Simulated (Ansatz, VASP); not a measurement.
**One calculation of Ga4Se3S, two programs**

The input INCAR:

```
ALGO = Normal
EDIFF = 1E-6
ENCUT = 520
GGA = PE
ISIF = 2
ISMEAR = 0
IVDW = 12
LASPH = T
LCHARG = F
LREAL = Auto
LWAVE = F
NBANDS = 90
NELM = 100
PREC = Accurate
SIGMA = 0.1
```

KPOINTS

```
k-points
0
Gamma
  6 6 1
```

POSCAR

```
Ga4Se3S
1.0
    7.4151987200      0.0000000000      0.0000000000
   -1.8537996800      3.2108752300      0.0000000000
    0.0000000000      0.0000000000     15.7726547900
Ga S Se
8 2 6
Direct
    0.1666666700      0.6666666700      0.1770000000
    0.6666666700      0.6666666700      0.1770000000
    0.3333333300      0.3333333300      0.6770000000
    0.8333333300      0.3333333300      0.6770000000
    0.1666666700      0.6666666700      0.3230000000
    0.6666666700      0.6666666700      0.3230000000
    0.3333333300      0.3333333300      0.8230000000
    0.8333333300      0.3333333300      0.8230000000
    0.1666666700      0.6666666700      0.6000000000
    0.3333333300      0.3333333300      0.1000000000
    0.6666666700      0.6666666700      0.6000000000
    0.8333333300      0.3333333300      0.1000000000
    0.1666666700      0.6666666700      0.9000000000
    0.6666666700      0.6666666700      0.9000000000
    0.3333333300      0.3333333300      0.4000000000
    0.8333333300      0.3333333300      0.4000000000
```

Input for Ansatz:

```yaml
crystal:
  lattice:
    - [7.41519872, 0.0, 0.0]
    - [-1.85379968, 3.21087523, 0.0]
    - [0.0, 0.0, 15.77265479]
  atoms:
    - { symbol: Ga, position: [0.16666667, 0.66666667, 0.177] }
    - { symbol: Ga, position: [0.66666667, 0.66666667, 0.177] }
    - { symbol: Ga, position: [0.33333333, 0.33333333, 0.677] }
    - { symbol: Ga, position: [0.83333333, 0.33333333, 0.677] }
    - { symbol: Ga, position: [0.16666667, 0.66666667, 0.323] }
    - { symbol: Ga, position: [0.66666667, 0.66666667, 0.323] }
    - { symbol: Ga, position: [0.33333333, 0.33333333, 0.823] }
    - { symbol: Ga, position: [0.83333333, 0.33333333, 0.823] }
    - { symbol: S, position: [0.16666667, 0.66666667, 0.6] }
    - { symbol: Se, position: [0.66666667, 0.66666667, 0.6] }
    - { symbol: S, position: [0.33333333, 0.33333333, 0.1] }
    - { symbol: Se, position: [0.83333333, 0.33333333, 0.1] }
    - { symbol: Se, position: [0.16666667, 0.66666667, 0.9] }
    - { symbol: Se, position: [0.66666667, 0.66666667, 0.9] }
    - { symbol: Se, position: [0.33333333, 0.33333333, 0.4] }
    - { symbol: Se, position: [0.83333333, 0.33333333, 0.4] }
basis:
  ecutwfc: 420
kpoints:
  mp_grid: { grid: [6, 6, 1] }
hamiltonian:
  xc: pbe
  dispersion: d3bj
scf:
  occupations: { method: gaussian, width: 0.1 }
output:
  forces: true
  stress: true
  eigenvalues: true
```

Alike in both runs: task single point; functional PBE; dispersion D3(BJ); k mesh 6 × 6 × 1; occupations gaussian, width 0.1 eV; no spin polarisation.

|  | VASP | Ansatz |
| --- | --- | --- |
| version | VASP 6.6.1 | Ansatz 0.2.0 |
| potentials or method | VASP PAW PBE potentials, release 64 (Ga_d, S, Se), cutoff 520 eV | scalar-relativistic, plane waves, PAW |
| valence electrons in the cell | 152 | 212 |

|  | VASP | Ansatz | Ansatz less VASP |
| --- | --- | --- | --- |
| gap on the k mesh at the Fermi level (eV) | 1.35 | 1.35 | +0.001 |
| least direct gap on the mesh (eV) | 1.35 | 1.35 | +0.002 |
| pressure (GPa) | 0.9 | 0.8 | -0.10 |
| rms of the force components (eV/Å) | 0.715 | 0.719 | +0.0039 |

VASP's potentials hold 152 valence electrons a cell and Ansatz's 212, so a difference there can come from the potentials and not from the codes.
